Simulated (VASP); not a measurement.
# ZnSe (zincblende type) (F-43m) in VASP: notebook

ZnSe (zincblende type) is run at these levels: PBE; tasks: single point, relaxation of cell and atoms.

All numbers are computed with VASP 6.6.1; they aren't measurements. Logs are shortened: lines on timing, memory, paths and dates and some standing lists are left out, and cuts for length are marked.

## Step 1: The cell of the first run

Symmetry: F-43m, No. 216, cubic system. The conventional cell has a = 4.803 Å, b = 4.803 Å, c = 4.803 Å, α = 90.00°, β = 90.00°, γ = 90.00°. Zn (site symmetry -43m) has 4 Se at 2.08 Å within 2.8 Å. Within 2.8 Å of Se (site symmetry -43m) lie 4 Zn at 2.08 Å.

## Step 2: Single point, PBE

INCAR reads:

```
PREC = Accurate
ENCUT = 520
EDIFF = 1E-6
ISMEAR = -1
SIGMA = 0.1
LREAL = False
LASPH = True
NELM = 60
ALGO = Normal
ISIF = 2
LWAVE = False
LCHARG = True
GGA = PE
LELF = True
LVHAR = True
NBANDS = 16
```

KPOINTS reads:

```
Automatic mesh
0
Gamma
  14 14 14
```

POSCAR reads:

```
ZnSe
1.0
    0.0000000000      2.4014388398      2.4014388398
    2.4014388398      0.0000000000      2.4014388398
    2.4014388398      2.4014388398      0.0000000000
Zn Se
1 1
Direct
    0.0000000000      0.0000000000      0.0000000000
    0.2500000000      0.2500000000      0.2500000000
```

Potentials or basis: VASP PAW PBE potentials, release 64 (Zn, Se).

Command:

```bash
$ cat potpaw_PBE.64/Zn/POTCAR potpaw_PBE.64/Se/POTCAR > POTCAR
$ mpirun -np 1 vasp_std > vasp.out
```

OUTCAR:

```text
PREC = Accurate
   ENCUT = 520
   EDIFF = 1E-6
   ISMEAR = -1
   LREAL = False
   LASPH = True
   NELM = 60
   ISIF = 2
   GGA = PE

 ion  position               nearest neighbor table
   1  0.000  0.000  0.000-   2 2.08   2 2.08   2 2.08   2 2.08
   2  0.250  0.250  0.250-   1 2.08   1 2.08   1 2.08   1 2.08

  LATTYP: Found a face centered cubic cell.
 ALAT       =     4.8028776796

  Lattice vectors:

 A1 = (   0.0000000000,   2.4014388398,   2.4014388398)
 A2 = (   2.4014388398,   0.0000000000,   2.4014388398)
 A3 = (   2.4014388398,   2.4014388398,   0.0000000000)

Analysis of symmetry for initial positions (statically):
=====================================================================
 Subroutine PRICEL returns:
 Original cell was already a primitive cell.

 Routine SETGRP: Setting up the symmetry group for a
 face centered cubic supercell.

 Subroutine GETGRP returns: Found 24 space group operations
 (whereof 24 operations were pure point group operations)
 out of a pool of 48 trial point group operations.

The static configuration has the point symmetry T_d .

Analysis of symmetry for dynamics (positions and initial velocities):
=====================================================================
 Subroutine PRICEL returns:
 Original cell was already a primitive cell.

 Routine SETGRP: Setting up the symmetry group for a
 face centered cubic supercell.

 Subroutine GETGRP returns: Found 24 space group operations
 (whereof 24 operations were pure point group operations)
 out of a pool of 48 trial point group operations.

The dynamic configuration has the point symmetry T_d .

 Subroutine INISYM returns: Found 24 space group operations
 (whereof 24 operations are pure point group operations),
 and found     1 'primitive' translations

----------------------------------------------------------------------------------------

                                     Primitive cell

  volume of cell :      27.6978

  direct lattice vectors                    reciprocal lattice vectors
     0.000000000  2.401438840  2.401438840    -0.208208509  0.208208509  0.208208509
     2.401438840  0.000000000  2.401438840     0.208208509 -0.208208509  0.208208509
     2.401438840  2.401438840  0.000000000     0.208208509  0.208208509 -0.208208509

  length of vectors
     3.396147376  3.396147376  3.396147376     0.360627716  0.360627716  0.360627716

  position of ions in fractional coordinates (direct lattice)
     0.000000000  0.000000000  0.000000000
     0.250000000  0.250000000  0.250000000

  ion indices of the primitive-cell ions
   primitive index   ion index
                 1           1
                 2           2

----------------------------------------------------------------------------------------

 KPOINTS: Automatic mesh

Automatic generation of k-mesh.
 Grid dimensions read from file:
 generate k-points for:   14   14   14

 Generating k-lattice:

  Cartesian coordinates                     Fractional coordinates (reciprocal lattice)
    -0.014872036  0.014872036  0.014872036     0.071428571  0.000000000  0.000000000
     0.014872036 -0.014872036  0.014872036     0.000000000  0.071428571  0.000000000
     0.014872036  0.014872036 -0.014872036     0.000000000  0.000000000  0.071428571

  Length of vectors
     0.025759123  0.025759123  0.025759123

  Shift w.r.t. Gamma in fractional coordinates (k-lattice)
     0.000000000  0.000000000  0.000000000

 Subroutine IBZKPT returns following result:
 ===========================================

 Found    104 irreducible k-points:

 Following reciprocal coordinates:
            Coordinates               Weight
  0.000000  0.000000  0.000000      1.000000
  0.071429  0.000000  0.000000      8.000000
  0.142857  0.000000  0.000000      8.000000
  0.214286  0.000000  0.000000      8.000000
  0.285714  0.000000  0.000000      8.000000
  0.357143  0.000000  0.000000      8.000000
[... 16 lines left out ...]
  0.214286  0.142857  0.000000     24.000000
  0.285714  0.142857  0.000000     24.000000
 [... further k-points ...]
   k-points           NKPTS =    104   k-points in BZ     NKDIM =    104   number of bands    NBANDS=     16
   number of dos      NEDOS =    301   number of ions     NIONS =      2
   total plane-waves  NPLWV =  21952
   dimension x,y,z NGX =    28 NGY =   28 NGZ =   28
   dimension x,y,z NGXF=    56 NGYF=   56 NGZF=   56
   ions per type =               1   1
   NGX,Y,Z   is equivalent  to a cutoff of  13.71, 13.71, 13.71 a.u.
   NGXF,Y,Z  is equivalent  to a cutoff of  27.41, 27.41, 27.41 a.u.
 SYSTEM =  unknown system
   PREC   = accura    normal or accurate (medium, high low for compatibility)
   ISTART =      0    job   : 0-new  1-cont  2-samecut
   ICHARG =      2    charge: 1-file 2-atom 10-const
   ISPIN  =      1    spin polarized calculation?
   LNONCOLLINEAR =      F non collinear calculations
   LSORBIT =      F    spin-orbit coupling
   LASPH  =      T    aspherical Exc in radial PAW
   ENCUT  =  520.0 eV  38.22 Ry    6.18 a.u.   6.31  6.31  6.31*2*pi/ulx,y,z
   NELM   =     60;   NELMIN=  2; NELMDL= -5     # of ELM steps
   EDIFF  = 0.1E-05   stopping-criterion for ELM
   LREAL  =      F    real-space projection
   EDIFFG = 0.1E-04   stopping-criterion for IOM
   NSW    =      0    number of steps for IOM
   IBRION =     -1    ionic relax: 0-MD 1-quasi-New 2-CG
   NFREE  =      0    steps in history (QN), initial steepest desc. (CG)
   ISIF   =      2    stress and relaxation
   ISYM   =      2    0-nonsym 1-usesym 2-fastsym
   POTIM  = 0.5000    time-step for ionic-motion
   TEBEG  =    0.0;   TEEND  =   0.0 temperature during run
   PSTRESS=    0.0 pullay stress
   NELECT =      18.0000    total number of electrons
   NUPDOWN=      -1.0000    fix difference up-down
   EMIN   =  10.00;   EMAX   =-10.00  energy-range for DOS
   EFERMI =   0.00;   METHOD = LEGACY
   ISMEAR =    -1;   SIGMA  =   0.10  broadening in eV -4-tet -1-fermi 0-gaus
   EFERMI_NEDOS =   21; number of points for ismear=-14 and -15
   IALGO  =     38    algorithm
   IMIX   =      4    mixing-type and parameters
     AMIX     =   0.40;   BMIX     =  1.00
     AMIX_MAG =   1.60;   BMIX_MAG =  1.00
  volume/ion in A,a.u.               =      13.85        93.46
  Fermi-wavevector in a.u.,A,eV,Ry     =   1.418026  2.679680 27.358557  2.010797
  Thomas-Fermi vector in A             =   2.539194
   LORBIT       =      0    0 simple, 1 ext, 2 COOP (PROOUT), +10 PAW based schemes
   GGA     = PE    functional components
   LHFCALC =     F    Hartree Fock is set to
   AEXX    =    0.0000 exact exchange contribution
   IVDW    =     0    specifies the selected vdW correction
   LEPSILON=     F    determine dielectric tensor
   LRPA    =     F    only Hartree local field effects (RPA)
 non-spin polarized calculation
  energy-cutoff  :      520.00
  volume of cell :       27.70
 maximum number of plane-waves:       758
 NGX is ok and might be reduce to    28
   NGX = 13   NGY = 13   NGZ = 13

 number of electron      18.0000013 magnetization

 Free energy of the ion-electron system (eV)
  ---------------------------------------------------
  ext. energy  EPLUGINS =         0.00000000
  ---------------------------------------------------
  free energy    TOTEN  =        -2.23941233 eV

  energy without entropy =       -2.23940006  energy(sigma->0) =       -2.23940619

 E-fermi :   8.1260     XC(G=0): -11.7905

 val. band max:        7.4133352162   @ k =   0.0000   0.0000   0.0000
 cond. band min:       8.7956733566   @ k =   0.5000   0.5000   0.0000
 fundamental gap:      1.3823381404
 Fermi energy:         8.1260021277

 k-point     1 :       0.0000    0.0000    0.0000
  band No.  band energies     occupation
      1     -10.5298      2.00000
      2      -2.4278      2.00000
      3      -2.4278      2.00000
      4      -2.4278      2.00000
      5      -1.4669      2.00000
      6      -1.4669      2.00000
[... 8 lines left out ...]
     15      19.7747      0.00000
     16      19.7747      0.00000

 k-point     2 :       0.0714    0.0000    0.0000
  band No.  band energies     occupation
      1     -10.4567      2.00000
      2      -2.4425      2.00000
      3      -2.4138      2.00000
      4      -2.4138      2.00000
      5      -1.4698      2.00000
      6      -1.4698      2.00000
[... 8 lines left out ...]
     15      19.0210      0.00000
     16      19.3814      0.00000

 k-point     3 :       0.1429    0.0000    0.0000
  band No.  band energies     occupation
      1     -10.2431      2.00000
      2      -2.4803      2.00000
      3      -2.3762      2.00000
      4      -2.3762      2.00000
      5      -1.4757      2.00000
      6      -1.4757      2.00000
[... 8 lines left out ...]
     15      18.2150      0.00000
     16      19.4115      0.00000

 k-point     4 :       0.2143    0.0000    0.0000
  band No.  band energies     occupation
      1      -9.9078      2.00000
      2      -2.5226      2.00000
      3      -2.3263      2.00000
      4      -2.3263      2.00000
      5      -1.4770      2.00000
      6      -1.4770      2.00000
[... 8 lines left out ...]
     15      17.9893      0.00000
     16      18.9869      0.00000
[... 324 lines left out ...]
 k-point    22 :       0.1429    0.1429    0.0000
  band No.  band energies     occupation
      1     -10.1469      2.00000
      2      -2.5343      2.00000
      3      -2.3361      2.00000
      4      -2.3361      2.00000
      5      -1.5231      2.00000
      6      -1.4392      2.00000
[... 8 lines left out ...]
     15      20.1151      0.00000
     16      21.3179      0.00000

 k-point    23 :       0.2143    0.1429    0.0000
  band No.  band energies     occupation
      1      -9.8978      2.00000
      2      -2.5831      2.00000
      3      -2.2871      2.00000
      4      -2.2834      2.00000
      5      -1.5427      2.00000
      6      -1.4275      2.00000
[... 8 lines left out ...]
     15      19.9560      0.00000
     16      21.4831      0.00000

 k-point    24 :       0.2857    0.1429    0.0000
  band No.  band energies     occupation
      1      -9.5429      2.00000
      2      -2.6145      2.00000
      3      -2.2387      2.00000
      4      -2.2266      2.00000
      5      -1.5422      2.00000
      6      -1.4151      2.00000
[... 8 lines left out ...]
     15      20.1083      0.00000
     16      20.9843      0.00000

 [... further k-points ...]

------------------------ aborting loop because EDIFF is reached ----------------------------------------

  FORCE on cell =-STRESS in cart. coord.  units (eV):
  Direction    XX          YY          ZZ          XY          YZ          ZX
  --------------------------------------------------------------------------------------
  -------------------------------------------------------------------------------------
  Total       17.5672928     17.5672928     17.5672928      0.0000000     -0.0000000      0.0000000
  in kB     1016.1804479   1016.1804479   1016.1804479      0.0000000     -0.0000000      0.0000000
  external PRESSURE =    1016.1804479 kB  Pullay stress =       0.0000000 kB

 VOLUME and BASIS-vectors are now :
 -----------------------------------------------------------------------------
  energy-cutoff  :      520.00
  volume of cell :       27.70
      direct lattice vectors                 reciprocal lattice vectors
     0.000000000  2.401438840  2.401438840    -0.208208509  0.208208509  0.208208509
     2.401438840  0.000000000  2.401438840     0.208208509 -0.208208509  0.208208509
     2.401438840  2.401438840  0.000000000     0.208208509  0.208208509 -0.208208509

 POSITION                                       TOTAL-FORCE (eV/Angst)
 -----------------------------------------------------------------------------------
      0.00000      0.00000      0.00000        -0.000000      0.000000      0.000000
      1.20072      1.20072      1.20072         0.000000     -0.000000     -0.000000
 -----------------------------------------------------------------------------------
    total drift:                                0.000003      0.000003      0.000003

  FREE ENERGIE OF THE ION-ELECTRON SYSTEM (eV)
  ---------------------------------------------------
  free  energy   TOTEN  =        -2.2394123301 eV

  energy  without entropy=       -2.2394000577  energy(sigma->0) =       -2.23940619
```

Wall time 41 s (1 thread of AMD EPYC 7R13 (Zen 3), shared host); peak memory 0.16 GiB.

What came out:

| Quantity | Value |
| --- | --- |
| Free energy | -2.2394 eV |
| Pressure | 101.6 GPa |
| Band gap on the k mesh | 1.38 eV (least direct gap 3.58 eV) |

Levels at points of the mesh, in eV from the valence-band top:
| k point | band 5 | band 6 | band 7 | band 8 | band 9 | band 10 | band 11 | band 12 | band 13 | band 14 |
| --- | --- | --- | --- | --- | --- | --- | --- | --- | --- | --- |
| (0.00, 0.00, 0.00) | -8.88 | -8.88 | 0.00 | 0.00 | 0.00 | 3.58 | 5.14 | 5.14 | 5.14 | 11.68 |
| (0.50, 0.00, 0.00) | -8.82 | -8.82 | -8.40 | -1.91 | -1.91 | 3.29 | 5.75 | 5.75 | 8.81 | 14.48 |
| (0.50, 0.50, 0.00) | -8.73 | -8.52 | -7.45 | -4.68 | -4.68 | 1.38 | 2.54 | 14.96 | 14.96 | 15.27 |

Caveat: the cell stands under pressure.

## Step 3: Single point, PBE

INCAR reads:

```
SYSTEM = ZnSe
ALGO = Normal
EDIFF = 1E-6
ENCUT = 520
GGA = PE
ISIF = 2
ISMEAR = -1
LASPH = .True.
LCHARG = .False.
LREAL = .False.
LWAVE = .False.
NBANDS = 16
NELM = 80
PREC = Accurate
SIGMA = 0.1
```

KPOINTS reads:

```
k-points
0
Gamma
  14 14 14
  0 0 0
```

POSCAR reads:

```
ZnSe
1.0
    0.0000000000      2.4016108724      2.4016108724
    2.4016108724      0.0000000000      2.4016108724
    2.4016108724      2.4016108724      0.0000000000
Zn Se
1 1
Direct
    0.0000000000      0.0000000000      0.0000000000
    0.2500000000      0.2500000000      0.2500000000
```

Potentials or basis: VASP PAW PBE potentials, release 64 (Zn, Se).

Command:

```bash
$ cat potpaw_PBE.64/Zn/POTCAR potpaw_PBE.64/Se/POTCAR > POTCAR
$ mpirun -np 1 vasp_std > vasp.out
```

Run time: 38 s. Hardware: 1 thread of AMD EPYC 7R13 (Zen 3), shared host; peak memory 0.16 GiB.

The run converged. Its results:

* Free energy: -2.2432 eV
* Pressure: 101.5 GPa
* Band gap on the k mesh: 1.38 eV (least direct gap 3.58 eV)

Levels at points of the mesh, in eV from the valence-band top:
| k point | band 7 | band 8 | band 9 | band 10 | band 11 | band 12 |
| --- | --- | --- | --- | --- | --- | --- |
| (0.00, 0.00, 0.00) | 0.00 | 0.00 | 0.00 | 3.58 | 5.14 | 5.14 |
| (0.50, 0.00, 0.00) | -8.40 | -1.90 | -1.90 | 3.29 | 5.75 | 5.75 |
| (0.50, 0.50, 0.00) | -7.45 | -4.68 | -4.68 | 1.38 | 2.54 | 14.96 |

Caveat: the cell stands under pressure.

[end of part 1 of 2]
